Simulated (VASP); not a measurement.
# Ga (P6_3/mmc) in VASP: a series of runs, part 3 of 3

VASP 6.6.1.

### Step 4. Single point, PBE

This run uses another cell than the first one, of 16.82 Å³/atom, 1.128 times its volume.

INCAR

```
SYSTEM = Ga
PREC = Accurate
ENCUT = 520
EDIFF = 1E-6
ISMEAR = -1
SIGMA = 0.1
LREAL = .False.
LASPH = .True.
NELM = 80
ALGO = Normal
ISIF = 2
LWAVE = .False.
LCHARG = .False.
GGA = PE
NBANDS = 20
```

KPOINTS

```
Automatic mesh
0
Gamma
  14 14 8
  0 0 0
```

POSCAR

```
Ga
1.0
    2.8316555251      0.0000000000      0.0000000000
   -1.4158277626      2.4522856195      0.0000000000
    0.0000000000      0.0000000000      4.8437362242
Ga
2
Direct
    0.3333333333      0.6666666667      0.2500000000
    0.6666666667      0.3333333333      0.7500000000
```

Potentials or basis: VASP PAW PBE potentials, release 64 (Ga_d).

Launch:

```sh
cat potpaw_PBE.64/Ga_d/POTCAR > POTCAR
mpirun -np 1 vasp_std > vasp.out
```

OUTCAR:

```text
SYSTEM = Ga
   PREC = Accurate
   ENCUT = 520
   EDIFF = 1E-6
   ISMEAR = -1
   LREAL = .False.
   LASPH = .True.
   NELM = 80
   ISIF = 2
   GGA = PE

 ion  position               nearest neighbor table
   1  0.333  0.667  0.250-
   2  0.667  0.333  0.750-

  LATTYP: Found a hexagonal cell.
 ALAT       =     2.8316555251
 C/A-ratio  =     1.7105669038

  Lattice vectors:

 A1 = (   2.8316555251,   0.0000000000,   0.0000000000)
 A2 = (  -1.4158277626,   2.4522856195,   0.0000000000)
 A3 = (   0.0000000000,   0.0000000000,   4.8437362242)

Analysis of symmetry for initial positions (statically):
=====================================================================
 Subroutine PRICEL returns:
 Original cell was already a primitive cell.

 Routine SETGRP: Setting up the symmetry group for a
 hexagonal supercell.

 Subroutine GETGRP returns: Found 24 space group operations
 (whereof 12 operations were pure point group operations)
 out of a pool of 24 trial point group operations.

The static configuration has the point symmetry D_3d.
 The point group associated with its full space group is D_6h.

Analysis of symmetry for dynamics (positions and initial velocities):
=====================================================================
 Subroutine PRICEL returns:
 Original cell was already a primitive cell.

 Routine SETGRP: Setting up the symmetry group for a
 hexagonal supercell.

 Subroutine GETGRP returns: Found 24 space group operations
 (whereof 12 operations were pure point group operations)
 out of a pool of 24 trial point group operations.

The dynamic configuration has the point symmetry D_3d.
 The point group associated with its full space group is D_6h.

 Subroutine INISYM returns: Found 24 space group operations
 (whereof 12 operations are pure point group operations),
 and found     1 'primitive' translations

----------------------------------------------------------------------------------------

                                     Primitive cell

  volume of cell :      33.6350

  direct lattice vectors                    reciprocal lattice vectors
     2.831655525  0.000000000  0.000000000     0.353150301  0.203891421  0.000000000
    -1.415827763  2.452285620  0.000000000     0.000000000  0.407782842  0.000000000
     0.000000000  0.000000000  4.843736224     0.000000000  0.000000000  0.206452200

  length of vectors
     2.831655525  2.831655525  4.843736224     0.407782842  0.407782842  0.206452200

  position of ions in fractional coordinates (direct lattice)
     0.333333333  0.666666667  0.250000000
     0.666666667  0.333333333  0.750000000

  ion indices of the primitive-cell ions
   primitive index   ion index
                 1           1
                 2           2

----------------------------------------------------------------------------------------

 KPOINTS: Automatic mesh

Automatic generation of k-mesh.
 Grid dimensions read from file:
 generate k-points for:   14   14    8

 Generating k-lattice:

  Cartesian coordinates                     Fractional coordinates (reciprocal lattice)
     0.025225021  0.014563673  0.000000000     0.071428571  0.000000000  0.000000000
     0.000000000  0.029127346  0.000000000     0.000000000  0.071428571  0.000000000
     0.000000000  0.000000000  0.025806525     0.000000000  0.000000000  0.125000000

  Length of vectors
     0.029127346  0.029127346  0.025806525

  Shift w.r.t. Gamma in fractional coordinates (k-lattice)
     0.000000000  0.000000000  0.000000000

 Subroutine IBZKPT returns following result:
 ===========================================

 Found    120 irreducible k-points:

 Following reciprocal coordinates:
            Coordinates               Weight
  0.000000  0.000000  0.000000      1.000000
  0.071429 -0.000000  0.000000      6.000000
  0.142857  0.000000  0.000000      6.000000
  0.214286  0.000000  0.000000      6.000000
  0.285714  0.000000  0.000000      6.000000
  0.357143  0.000000  0.000000      6.000000
[... 16 lines left out ...]
  0.285714  0.285714  0.000000      6.000000
  0.357143  0.285714  0.000000      6.000000
 [... further k-points ...]
   k-points           NKPTS =    120   k-points in BZ     NKDIM =    120   number of bands    NBANDS=     20
   number of dos      NEDOS =    301   number of ions     NIONS =      2
   total plane-waves  NPLWV =  20736
   dimension x,y,z NGX =    24 NGY =   24 NGZ =   36
   dimension x,y,z NGXF=    48 NGYF=   48 NGZF=   72
   ions per type =               2
   NGX,Y,Z   is equivalent  to a cutoff of  14.09, 14.09, 12.36 a.u.
   NGXF,Y,Z  is equivalent  to a cutoff of  28.18, 28.18, 24.71 a.u.
 SYSTEM =  Ga
   PREC   = accura    normal or accurate (medium, high low for compatibility)
   ISTART =      0    job   : 0-new  1-cont  2-samecut
   ICHARG =      2    charge: 1-file 2-atom 10-const
   ISPIN  =      1    spin polarized calculation?
   LNONCOLLINEAR =      F non collinear calculations
   LSORBIT =      F    spin-orbit coupling
   LASPH  =      T    aspherical Exc in radial PAW
   ENCUT  =  520.0 eV  38.22 Ry    6.18 a.u.   5.27  5.27  9.01*2*pi/ulx,y,z
   NELM   =     80;   NELMIN=  2; NELMDL= -5     # of ELM steps
   EDIFF  = 0.1E-05   stopping-criterion for ELM
   LREAL  =      F    real-space projection
   EDIFFG = 0.1E-04   stopping-criterion for IOM
   NSW    =      0    number of steps for IOM
   IBRION =     -1    ionic relax: 0-MD 1-quasi-New 2-CG
   NFREE  =      0    steps in history (QN), initial steepest desc. (CG)
   ISIF   =      2    stress and relaxation
   ISYM   =      2    0-nonsym 1-usesym 2-fastsym
   POTIM  = 0.5000    time-step for ionic-motion
   TEBEG  =    0.0;   TEEND  =   0.0 temperature during run
   PSTRESS=    0.0 pullay stress
   NELECT =      26.0000    total number of electrons
   NUPDOWN=      -1.0000    fix difference up-down
   EMIN   =  10.00;   EMAX   =-10.00  energy-range for DOS
   EFERMI =   0.00;   METHOD = LEGACY
   ISMEAR =    -1;   SIGMA  =   0.10  broadening in eV -4-tet -1-fermi 0-gaus
   EFERMI_NEDOS =   21; number of points for ismear=-14 and -15
   IALGO  =     38    algorithm
   IMIX   =      4    mixing-type and parameters
     AMIX     =   0.40;   BMIX     =  1.00
     AMIX_MAG =   1.60;   BMIX_MAG =  1.00
  volume/ion in A,a.u.               =      16.82       113.49
  Fermi-wavevector in a.u.,A,eV,Ry     =   1.502457  2.839231 30.713466  2.257376
  Thomas-Fermi vector in A             =   2.613695
   LORBIT       =      0    0 simple, 1 ext, 2 COOP (PROOUT), +10 PAW based schemes
   GGA     = PE    functional components
   LHFCALC =     F    Hartree Fock is set to
   AEXX    =    0.0000 exact exchange contribution
   IVDW    =     0    specifies the selected vdW correction
   LEPSILON=     F    determine dielectric tensor
   LRPA    =     F    only Hartree local field effects (RPA)
 non-spin polarized calculation
  energy-cutoff  :      520.00
  volume of cell :       33.64
 maximum number of plane-waves:       920
 NGX is ok and might be reduce to    24
   NGX = 11   NGY = 11   NGZ = 19

 number of electron      26.0000032 magnetization

 Free energy of the ion-electron system (eV)
  ---------------------------------------------------
  ext. energy  EPLUGINS =         0.00000000
  ---------------------------------------------------
  free energy    TOTEN  =        -5.66730223 eV

  energy without entropy =       -5.64040984  energy(sigma->0) =       -5.65385604

 E-fermi :   6.7916     XC(G=0): -11.6050

 val. band max:        6.7857730759   @ k =   0.1429   0.1429   0.2500
 cond. band min:       6.8268305028   @ k =   0.2857   0.0714   0.0000
 fundamental gap:      0.0410574269
 Fermi energy:         6.7916268182

 k-point     1 :       0.0000    0.0000    0.0000
  band No.  band energies     occupation
      1      -8.4696      2.00000
      2      -8.3743      2.00000
      3      -8.3197      2.00000
      4      -8.3197      2.00000
      5      -8.2941      2.00000
      6      -8.2941      2.00000
[... 12 lines left out ...]
     19      21.7922      0.00000
     20      22.4911      0.00000
[... 507 lines left out ...]
 k-point    24 :       0.3571    0.2857    0.0000
  band No.  band energies     occupation
      1      -8.4517      2.00000
      2      -8.3472      2.00000
      3      -8.3015      2.00000
      4      -8.2946      2.00000
      5      -8.2733      2.00000
      6      -8.2289      2.00000
[... 12 lines left out ...]
     19      13.4683      0.00000
     20      26.5529      0.00000

 [... further k-points ...]

------------------------ aborting loop because EDIFF is reached ----------------------------------------

  FORCE on cell =-STRESS in cart. coord.  units (eV):
  Direction    XX          YY          ZZ          XY          YZ          ZX
  --------------------------------------------------------------------------------------
  -------------------------------------------------------------------------------------
  Total        1.7570060      1.7570060      1.7520612     -0.0000000     -0.0000000      0.0000000
  in kB       83.6935251     83.6935251     83.4579844     -0.0000000     -0.0000000      0.0000000
  external PRESSURE =      83.6150115 kB  Pullay stress =       0.0000000 kB

 VOLUME and BASIS-vectors are now :
 -----------------------------------------------------------------------------
  energy-cutoff  :      520.00
  volume of cell :       33.64
      direct lattice vectors                 reciprocal lattice vectors
     2.831655525  0.000000000  0.000000000     0.353150301  0.203891421  0.000000000
    -1.415827763  2.452285620  0.000000000     0.000000000  0.407782842  0.000000000
     0.000000000  0.000000000  4.843736224     0.000000000  0.000000000  0.206452200

 POSITION                                       TOTAL-FORCE (eV/Angst)
 -----------------------------------------------------------------------------------
     -0.00000      1.63486      1.21093        -0.000000      0.000000      0.000000
      1.41583      0.81743      3.63280         0.000000     -0.000000     -0.000000
 -----------------------------------------------------------------------------------
    total drift:                               -0.000000      0.000000      0.000000

  FREE ENERGIE OF THE ION-ELECTRON SYSTEM (eV)
  ---------------------------------------------------
  free  energy   TOTEN  =        -5.6673022277 eV

  energy  without entropy=       -5.6404098427  energy(sigma->0) =       -5.65385604
```

stdout:

```text
POSCAR found type information on POSCAR Ga
 POSCAR found :  1 types and       2 ions
 scaLAPACK will be used
 LDA part: xc-table for (Slater+PW92), standard interpolation
 POSCAR, INCAR and KPOINTS ok, starting setup
 FFT: planning ... GRIDC
 FFT: planning ... GRID_SOFT
 FFT: planning ... GRID
 WAVECAR not read
 entering main loop
```

It took 35 s on 1 thread of Intel Xeon Platinum 8488C (Sapphire Rapids), shared host; peak memory 0.2 GiB.

Results:

```yaml
Free_energy: -5.6673 eV
Pressure: 8.4 GPa
Band_gap_on_the_k_mesh: zero (band 13 reaches 11.04 eV, above the bottom of band 14 at 3.24 eV)
```
